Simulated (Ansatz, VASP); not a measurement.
**One calculation of WC, two programs**

```xyz
2
Lattice="2.8870 0.0000 0.0000 -1.4435 2.5002 0.0000 0.0000 0.0000 2.8176" Properties=species:S:1:pos:R:3 pbc="T T T"
W     0.0000    0.0000    0.0000
C     1.4435    0.8334    1.4088
```

Alike in both runs: task single point; functional b88 exchange, pbe correlation; k mesh 10 × 10 × 9; occupations fermi-dirac, width 0.05 eV; no spin polarisation.

|  | VASP | Ansatz |
| --- | --- | --- |
| version | VASP 6.6.1 | Ansatz 0.2.0 |
| potentials or method | VASP PAW PBE potentials, release 64 (W_sv, C) | Ansatz PAW |
| plane-wave cutoff (eV) | 600 | 420 |
| valence electrons in the cell | 18 | 18 |

```csv
,VASP,Ansatz,Ansatz less VASP
gap on the k mesh at the Fermi level (eV),none,none,-
pressure (GPa),15.6,14.5,-1.15
"traceless stress, the component that is largest in VASP (GPa)",0.41,0.20,-0.204
```

VASP's potentials were made for PBE, not for b88 exchange, pbe correlation. A gap of «none» marks a metal or a gap that the smearing closes. With one functional, cell and mesh, what is left measures potentials, basis and numerics.

Spin-orbit coupling is off throughout.
